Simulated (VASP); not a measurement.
# C (P6_3/mmc) in VASP: settings compared

Aim: see how the results for C move with the level of theory and the settings. Levels: PBE, LDA, revPBE. Tasks: single point.

Program: VASP 6.6.1. These are calculated values, not measurements. Logs are shortened: lines on timing, memory, paths and dates and some standing lists are left out, and cuts for length are marked.

### 1 The cell of the first run

It takes space group P6_3/mmc (No. 194, hexagonal). The conventional cell has a = 2.505 Å, b = 2.505 Å, c = 12.273 Å, α = 90.00°, β = 90.00°, γ = 120.00°. Within 2.0 Å of C (site symmetry 3m) lie 4 C at 1.53 Å. Within 2.0 Å of C (site symmetry 3m) lie 4 C at 1.53 Å. Within 2.0 Å of C (site symmetry 3m) lie 4 C at 1.53 Å.

### 2 Single point, PBE

Input file INCAR:

```
PREC     = Accurate       # precision mode
ENCUT    = 520            # plane-wave cutoff, eV
EDIFF    = 1E-6           # SCF threshold, eV
ISMEAR   = -1             # smearing method
SIGMA    = 0.05           # smearing width, eV
LREAL    = F              # projectors in reciprocal space
LASPH    = T              # aspherical terms in the spheres
NELM     = 60             # most SCF steps
ALGO     = Normal         # electronic algorithm
ISIF     = 2              # what is computed and relaxed
LWAVE    = F              # write WAVECAR
LCHARG   = F              # write CHGCAR
GGA      = PE             # functional
NBANDS   = 36             # bands
```

Input file KPOINTS:

```
regular mesh
0
Gamma
  12 12 3
```

Input file POSCAR:

```
C
1.0
    2.5051726443      0.0000000000      0.0000000000
   -1.2525863222      2.1695431509      0.0000000000
    0.0000000000      0.0000000000     12.2727733403
C
12
Direct
    0.6666666667      0.3333333333      0.3541700000
    0.3333333333      0.6666666667      0.8541700000
    0.6666666667      0.3333333333      0.1458300000
    0.3333333333      0.6666666667      0.6458300000
    0.6666666667      0.3333333333      0.4791700000
    0.3333333333      0.6666666667      0.9791700000
    0.6666666667      0.3333333333      0.0208300000
    0.3333333333      0.6666666667      0.5208300000
    0.0000000000      0.0000000000      0.8125000000
    0.0000000000      0.0000000000      0.3125000000
    0.0000000000      0.0000000000      0.6875000000
    0.0000000000      0.0000000000      0.1875000000
```

Potentials or basis: VASP PAW PBE potentials, release 64 (C).

On the command line:

```bash
cat potpaw_PBE.64/C/POTCAR > POTCAR
mpirun -np 1 vasp_std > vasp.out
```

OUTCAR:

```text
PREC = Accurate
   ENCUT = 520
   EDIFF = 1E-6
   ISMEAR = -1
   LREAL = F
   LASPH = T
   NELM = 60
   ISIF = 2
   GGA = PE

 ion  position               nearest neighbor table
   1  0.667  0.333  0.354-   5 1.53  10 1.53  10 1.53  10 1.53
   2  0.333  0.667  0.854-   6 1.53   9 1.53   9 1.53   9 1.53
   3  0.667  0.333  0.146-   7 1.53  12 1.53  12 1.53  12 1.53
   4  0.333  0.667  0.646-   8 1.53  11 1.53  11 1.53  11 1.53
   5  0.667  0.333  0.479-   8 1.53   8 1.53   8 1.53   1 1.53
   6  0.333  0.667  0.979-   7 1.53   7 1.53   7 1.53   2 1.53
   7  0.667  0.333  0.021-   6 1.53   6 1.53   6 1.53   3 1.53
   8  0.333  0.667  0.521-   5 1.53   5 1.53   5 1.53   4 1.53
   9  0.000  0.000  0.812-  11 1.53   2 1.53   2 1.53   2 1.53
  10  0.000  0.000  0.312-  12 1.53   1 1.53   1 1.53   1 1.53
  11  0.000  0.000  0.688-   9 1.53   4 1.53   4 1.53   4 1.53
  12  0.000  0.000  0.188-  10 1.53   3 1.53   3 1.53   3 1.53

  LATTYP: Found a hexagonal cell.
 ALAT       =     2.5051726443
 C/A-ratio  =     4.8989730781

  Lattice vectors:

 A1 = (   2.5051726443,   0.0000000000,   0.0000000000)
 A2 = (  -1.2525863222,   2.1695431509,   0.0000000000)
 A3 = (   0.0000000000,   0.0000000000,  12.2727733403)

Analysis of symmetry for initial positions (statically):
=====================================================================
 Subroutine PRICEL returns:
 Original cell was already a primitive cell.

 Routine SETGRP: Setting up the symmetry group for a
 hexagonal supercell.

 Subroutine GETGRP returns: Found 24 space group operations
 (whereof 12 operations were pure point group operations)
 out of a pool of 24 trial point group operations.

The static configuration has the point symmetry D_3d.
 The point group associated with its full space group is D_6h.

Analysis of symmetry for dynamics (positions and initial velocities):
=====================================================================
 Subroutine PRICEL returns:
 Original cell was already a primitive cell.

 Routine SETGRP: Setting up the symmetry group for a
 hexagonal supercell.

 Subroutine GETGRP returns: Found 24 space group operations
 (whereof 12 operations were pure point group operations)
 out of a pool of 24 trial point group operations.

The dynamic configuration has the point symmetry D_3d.
 The point group associated with its full space group is D_6h.

 Subroutine INISYM returns: Found 24 space group operations
 (whereof 12 operations are pure point group operations),
 and found     1 'primitive' translations

----------------------------------------------------------------------------------------

                                     Primitive cell

  volume of cell :      66.7035

  direct lattice vectors                    reciprocal lattice vectors
     2.505172644  0.000000000  0.000000000     0.399174086  0.230463266  0.000000000
    -1.252586322  2.169543151  0.000000000     0.000000000  0.460926532  0.000000000
     0.000000000  0.000000000 12.272773340     0.000000000  0.000000000  0.081481176

  length of vectors
     2.505172644  2.505172644 12.272773340     0.460926532  0.460926532  0.081481176

  position of ions in fractional coordinates (direct lattice)
     0.666666667  0.333333333  0.354170000
     0.333333333  0.666666667  0.854170000
     0.666666667  0.333333333  0.145830000
     0.333333333  0.666666667  0.645830000
     0.666666667  0.333333333  0.479170000
     0.333333333  0.666666667  0.979170000
     0.666666667  0.333333333  0.020830000
     0.333333333  0.666666667  0.520830000
     0.000000000  0.000000000  0.812500000
     0.000000000  0.000000000  0.312500000
     0.000000000  0.000000000  0.687500000
     0.000000000  0.000000000  0.187500000

  ion indices of the primitive-cell ions
   primitive index   ion index
                 1           1
                 2           2
                 3           3
                 4           4
                 5           5
                 6           6
                 7           7
                 8           8
                 9           9
                10          10
                11          11
                12          12

----------------------------------------------------------------------------------------

 KPOINTS: regular mesh

Automatic generation of k-mesh.
 Grid dimensions read from file:
 generate k-points for:   12   12    3

 Generating k-lattice:

  Cartesian coordinates                     Fractional coordinates (reciprocal lattice)
     0.033264507  0.019205272  0.000000000     0.083333333 -0.000000000  0.000000000
     0.000000000  0.038410544  0.000000000     0.000000000  0.083333333  0.000000000
     0.000000000  0.000000000  0.027160392     0.000000000  0.000000000  0.333333333

  Length of vectors
     0.038410544  0.038410544  0.027160392

  Shift w.r.t. Gamma in fractional coordinates (k-lattice)
     0.000000000  0.000000000  0.000000000

 Subroutine IBZKPT returns following result:
 ===========================================

 Found     38 irreducible k-points:

 Following reciprocal coordinates:
            Coordinates               Weight
  0.000000  0.000000  0.000000      1.000000
  0.083333  0.000000  0.000000      6.000000
  0.166667 -0.000000  0.000000      6.000000
  0.250000  0.000000  0.000000      6.000000
  0.333333  0.000000  0.000000      6.000000
  0.416667 -0.000000  0.000000      6.000000
[... 16 lines left out ...]
  0.250000  0.000000  0.333333     12.000000
  0.333333  0.000000  0.333333     12.000000
 [... further k-points ...]
   k-points           NKPTS =     38   k-points in BZ     NKDIM =     38   number of bands    NBANDS=     36
   number of dos      NEDOS =    301   number of ions     NIONS =     12
   total plane-waves  NPLWV =  38400
   dimension x,y,z NGX =    20 NGY =   20 NGZ =   96
   dimension x,y,z NGXF=    40 NGYF=   40 NGZF=  192
   ions per type =              12
   NGX,Y,Z   is equivalent  to a cutoff of  13.27, 13.27, 13.00 a.u.
   NGXF,Y,Z  is equivalent  to a cutoff of  26.54, 26.54, 26.01 a.u.
 SYSTEM =  unknown system
   PREC   = accura    normal or accurate (medium, high low for compatibility)
   ISTART =      0    job   : 0-new  1-cont  2-samecut
   ICHARG =      2    charge: 1-file 2-atom 10-const
   ISPIN  =      1    spin polarized calculation?
   LNONCOLLINEAR =      F non collinear calculations
   LSORBIT =      F    spin-orbit coupling
   LASPH  =      T    aspherical Exc in radial PAW
   ENCUT  =  520.0 eV  38.22 Ry    6.18 a.u.   4.66  4.66 22.82*2*pi/ulx,y,z
   NELM   =     60;   NELMIN=  2; NELMDL= -5     # of ELM steps
   EDIFF  = 0.1E-05   stopping-criterion for ELM
   LREAL  =      F    real-space projection
[... 7 lines left out ...]
   TEBEG  =    0.0;   TEEND  =   0.0 temperature during run
   PSTRESS=    0.0 pullay stress
   NELECT =      48.0000    total number of electrons
   NUPDOWN=      -1.0000    fix difference up-down
   EMIN   =  10.00;   EMAX   =-10.00  energy-range for DOS
   EFERMI =   0.00;   METHOD = LEGACY
   ISMEAR =    -1;   SIGMA  =   0.05  broadening in eV -4-tet -1-fermi 0-gaus
   EFERMI_NEDOS =   21; number of points for ismear=-14 and -15
   IALGO  =     38    algorithm
   IMIX   =      4    mixing-type and parameters
     AMIX     =   0.40;   BMIX     =  1.00
     AMIX_MAG =   1.60;   BMIX_MAG =  1.00
  volume/ion in A,a.u.               =       5.56        37.51
  Fermi-wavevector in a.u.,A,eV,Ry     =   1.467030  2.772285 29.282150  2.152177
  Thomas-Fermi vector in A             =   2.582697
   LORBIT       =      0    0 simple, 1 ext, 2 COOP (PROOUT), +10 PAW based schemes
   GGA     = PE    functional components
   LHFCALC =     F    Hartree Fock is set to
   AEXX    =    0.0000 exact exchange contribution
   IVDW    =     0    specifies the selected vdW correction
   LEPSILON=     F    determine dielectric tensor
   LRPA    =     F    only Hartree local field effects (RPA)
 non-spin polarized calculation
  energy-cutoff  :      520.00
  volume of cell :       66.70
 maximum number of plane-waves:      1821
 NGX is ok and might be reduce to    20
   NGX =  9   NGY =  9   NGZ = 45

 number of electron      47.9999998 magnetization

 Free energy of the ion-electron system (eV)
  ---------------------------------------------------
  ext. energy  EPLUGINS =         0.00000000
  ---------------------------------------------------
  free energy    TOTEN  =      -108.95774790 eV

  energy without entropy =     -108.95774790  energy(sigma->0) =     -108.95774790

 E-fermi :  11.0914     XC(G=0): -13.3507

 val. band max:       10.1200823463   @ k =   0.0000   0.0000   0.0000
 cond. band min:      14.5537008477   @ k =   0.3333   0.0000   0.0000
 fundamental gap:      4.4336185014
 Fermi energy:        11.0913644776

 k-point     1 :       0.0000    0.0000    0.0000
  band No.  band energies     occupation
      1     -11.7357      2.00000
      2     -10.9797      2.00000
      3     -10.9335      2.00000
      4      -8.6800      2.00000
      5      -8.6568      2.00000
      6      -5.8188      2.00000
[... 28 lines left out ...]
     35      18.1326      0.00000
     36      18.2657      0.00000

 k-point     2 :       0.0833    0.0000    0.0000
  band No.  band energies     occupation
      1     -11.5625      2.00000
      2     -10.8081      2.00000
      3     -10.7613      2.00000
      4      -8.5133      2.00000
      5      -8.4894      2.00000
      6      -5.6652      2.00000
[... 28 lines left out ...]
     35      18.6846      0.00000
     36      18.7656      0.00000

 k-point     3 :       0.1667   -0.0000    0.0000
  band No.  band energies     occupation
      1     -11.0450      2.00000
      2     -10.2952      2.00000
      3     -10.2467      2.00000
      4      -8.0158      2.00000
      5      -7.9897      2.00000
      6      -5.2069      2.00000
[... 28 lines left out ...]
     35      18.9884      0.00000
     36      20.0590      0.00000

 k-point     4 :       0.2500    0.0000    0.0000
  band No.  band energies     occupation
      1     -10.1894      2.00000
      2      -9.4486      2.00000
      3      -9.3962      2.00000
      4      -7.1981      2.00000
      5      -7.1666      2.00000
      6      -4.4529      2.00000
[... 28 lines left out ...]
     35      19.5489      0.00000
     36      20.9418      0.00000

 k-point     5 :       0.3333    0.0000    0.0000
  band No.  band energies     occupation
      1      -9.0106      2.00000
      2      -8.2872      2.00000
      3      -8.2252      2.00000
      4      -6.0924      2.00000
      5      -6.0455      2.00000
      6      -3.4379      2.00000
[... 655 lines left out ...]
 k-point    22 :       0.1667   -0.0000    0.3333
  band No.  band energies     occupation
      1     -10.9587      2.00000
      2     -10.7005      2.00000
      3      -9.6737      2.00000
      4      -8.9147      2.00000
      5      -6.9611      2.00000
      6      -5.8706      2.00000
[... 28 lines left out ...]
     35      19.0905      0.00000
     36      19.8118      0.00000

 k-point    23 :       0.2500    0.0000    0.3333
  band No.  band energies     occupation
      1     -10.1039      2.00000
      2      -9.8481      2.00000
      3      -8.8313      2.00000
      4      -8.0814      2.00000
      5      -6.1591      2.00000
      6      -5.0943      2.00000
[... 28 lines left out ...]
     35      20.0523      0.00000
     36      20.4494      0.00000

 k-point    24 :       0.3333    0.0000    0.3333
  band No.  band energies     occupation
      1      -8.9264      2.00000
      2      -8.6748      2.00000
      3      -7.6762      2.00000
      4      -6.9435      2.00000
      5      -5.0803      2.00000
      6      -4.0590      2.00000
[... 28 lines left out ...]
     35      19.3797      0.00000
     36      20.1283      0.00000

 [... further k-points ...]
[... 5 lines left out ...]
  --------------------------------------------------------------------------------------
  -------------------------------------------------------------------------------------
  Total        3.8310405      3.8310405      7.4220048     -0.0000000     -0.0000000      0.0000000
  in kB       92.0192434     92.0192434    178.2720045     -0.0000000     -0.0000000      0.0000000
  external PRESSURE =     120.7701638 kB  Pullay stress =       0.0000000 kB

 VOLUME and BASIS-vectors are now :
 -----------------------------------------------------------------------------
  energy-cutoff  :      520.00
  volume of cell :       66.70
      direct lattice vectors                 reciprocal lattice vectors
     2.505172644  0.000000000  0.000000000     0.399174086  0.230463266  0.000000000
    -1.252586322  2.169543151  0.000000000     0.000000000  0.460926532  0.000000000
     0.000000000  0.000000000 12.272773340     0.000000000  0.000000000  0.081481176

 POSITION                                       TOTAL-FORCE (eV/Angst)
 -----------------------------------------------------------------------------------
      1.25259      0.72318      4.34665        -0.000000      0.000000      0.322601
     -0.00000      1.44636     10.48303         0.000000     -0.000000      0.322601
      1.25259      0.72318      1.78974        -0.000000     -0.000000     -0.322601
     -0.00000      1.44636      7.92613         0.000000      0.000000     -0.322601
      1.25259      0.72318      5.88074         0.000000      0.000000     -0.027485
     -0.00000      1.44636     12.01713         0.000000     -0.000000     -0.027485
      1.25259      0.72318      0.25564        -0.000000     -0.000000      0.027485
     -0.00000      1.44636      6.39203        -0.000000     -0.000000      0.027485
      0.00000      0.00000      9.97163         0.000000     -0.000000      0.343513
      0.00000      0.00000      3.83524         0.000000     -0.000000      0.343513
      0.00000      0.00000      8.43753        -0.000000      0.000000     -0.343513
      0.00000      0.00000      2.30115         0.000000     -0.000000     -0.343513
 -----------------------------------------------------------------------------------
    total drift:                               -0.000000      0.000000      0.000000

  FREE ENERGIE OF THE ION-ELECTRON SYSTEM (eV)
  ---------------------------------------------------
  free  energy   TOTEN  =      -108.9577478951 eV

  energy  without entropy=     -108.9577478951  energy(sigma->0) =     -108.95774790
```

Wall time 39 s (1 thread of AMD EPYC 9R45 (Zen 5), shared host); peak memory 0.18 GiB.

What came out:

| Quantity | Value |
| --- | --- |
| Free energy | -108.9577 eV |
| Pressure | 12.1 GPa |
| Largest force | 0.344 eV/Å |
| Band gap on the k mesh | 4.43 eV (least direct gap 5.35 eV) |

Forces in eV/Å, atoms in the order of the input:
```
C    0.000  0.000  0.323
C    0.000  0.000  0.323
C    0.000  0.000 -0.323
C    0.000  0.000 -0.323
C    0.000  0.000 -0.027
C    0.000  0.000 -0.027
C    0.000  0.000  0.027
C    0.000  0.000  0.027
C    0.000  0.000  0.344
C    0.000  0.000  0.344
C    0.000  0.000 -0.344
C    0.000  0.000 -0.344
```

Caveat: the cell stands under pressure; an odd mesh through Γ misses points on the zone boundary, where band edges can lie. PBE gaps usually lie below the measured ones, often by a third to a half.

### 3 Single point, LDA

Input file INCAR:

```
SYSTEM = C
PREC = Accurate
ENCUT = 520
EDIFF = 1E-6
ISMEAR = -1
SIGMA = 0.05
LREAL = .FALSE.
LASPH = .TRUE.
NELM = 60
ALGO = Normal
ISIF = 2
LWAVE = .FALSE.
LCHARG = .FALSE.
GGA = CA
NBANDS = 36
```

Input file KPOINTS:

```
Automatic mesh
0
G
  12 12 3
  0 0 0
```

POSCAR is that of step 2.

Potentials or basis: VASP PAW LDA potentials, release 64 (C).

On the command line:

```bash
cat potpaw_LDA.64/C/POTCAR > POTCAR
mpirun -np 1 vasp_std > vasp.out
```

Wall time 38 s (1 thread of AMD EPYC 9R45 (Zen 5), shared host); peak memory 0.16 GiB.

It converged, with:

```
Free energy            : -121.3814 eV
Pressure               : -2.4 GPa
Largest force          : 0.351 eV/Å
Band gap on the k mesh : 4.41 eV (least direct gap 5.30 eV)
```

Forces in eV/Å, atoms in the order of the input:
```
C    0.000  0.000  0.326
C    0.000  0.000  0.326
C    0.000  0.000 -0.326
C    0.000  0.000 -0.326
C    0.000  0.000 -0.028
C    0.000  0.000 -0.028
C    0.000  0.000  0.028
C    0.000  0.000  0.028
C    0.000  0.000  0.351
C    0.000  0.000  0.351
C    0.000  0.000 -0.351
C    0.000  0.000 -0.351
```

Stress tensor (GPa, compression positive):
```
-5.28  0.00  0.00
 0.00 -5.28  0.00
 0.00  0.00  3.47
```

Levels at points of the mesh, in eV from the valence-band top:
```
           k point  band 20  band 21  band 22  band 23  band 24  band 25  band 26  band 27  band 28  band 29
(0.00, 0.00, 0.00)    -1.00    -1.00    -0.16     0.00     0.00     5.30     5.30     5.67     6.38     6.38
(0.50, 0.00, 0.00)    -4.35    -4.13    -4.13    -3.69    -2.93     4.53     5.10     5.25     5.62     6.86
```

Caveat: an odd mesh through Γ misses points on the zone boundary, where band edges can lie. As with any semilocal functional, this LDA gap is likely too small.

[end of part 1 of 2]
